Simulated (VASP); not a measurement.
Write the native input for VASP 6.6.1 that does the following.

| Property | Result |
| --- | --- |
| Task | single point |
| Functional | PBE |
| Potentials or basis | VASP PAW PBE potentials, release 64 (C, Si) |
| Cutoff | 520 eV |
| k mesh | 12 × 8 × 8 |
| Occupations | gaussian, width 0.01 eV |
| Spin | no spin polarisation |
| Dipole correction | no |
| Further INCAR settings | ALGO = Normal; EDIFF = 1e-06; NBANDS = 26 |

The structure of SiC lies in POSCAR:

```
SiC
1.0
   -1.4868027112     -2.5752178368      0.0000000000
    0.0066283735     -0.0038268932     -5.1757374280
    4.8973591274     -2.8274916104     -0.0079988345
C Si
4 4
Direct
    0.0000000000      0.9481913371      0.3553924372
    0.5000000000      0.8984227982      0.8290881497
    0.0000000000      0.4578505585      0.6885900751
    0.5000000000      0.5859990567      0.8034674063
    0.5000000000      0.4425844135      0.1078150523
    0.0000000000      0.5894275231      0.3800097371
    0.0000000000      0.0657157790      0.6758552940
    0.5000000000      0.0118085339      0.1597818484
```

These files were run (other wordings do the same):

INCAR

```
SYSTEM = SiC
PREC = Accurate
ENCUT = 520
EDIFF = 1E-6
ISMEAR = 0
SIGMA = 0.01
LREAL = .False.
LASPH = .True.
NELM = 100
ALGO = Normal
ISIF = 2
LWAVE = .False.
LCHARG = .False.
GGA = PE
NBANDS = 26
```

KPOINTS

```
regular mesh
0
Gamma
  12 8 8
  0 0 0
```

Potentials or basis: VASP PAW PBE potentials, release 64 (C, Si).

Command:

```bash
$ cat potpaw_PBE.64/C/POTCAR potpaw_PBE.64/Si/POTCAR > POTCAR
$ mpirun -np 1 vasp_std > vasp.out
```

Results of the run:

* Pressure: 0.0 GPa
* Largest force: 0.019 eV/Å
* Band gap on the k mesh: zero (bands 16 and 17 overlap by 1.57 eV)

Wall time 10 min on 1 thread of Intel Xeon 8259CL, on a shared host, peak memory 0.48 GiB.
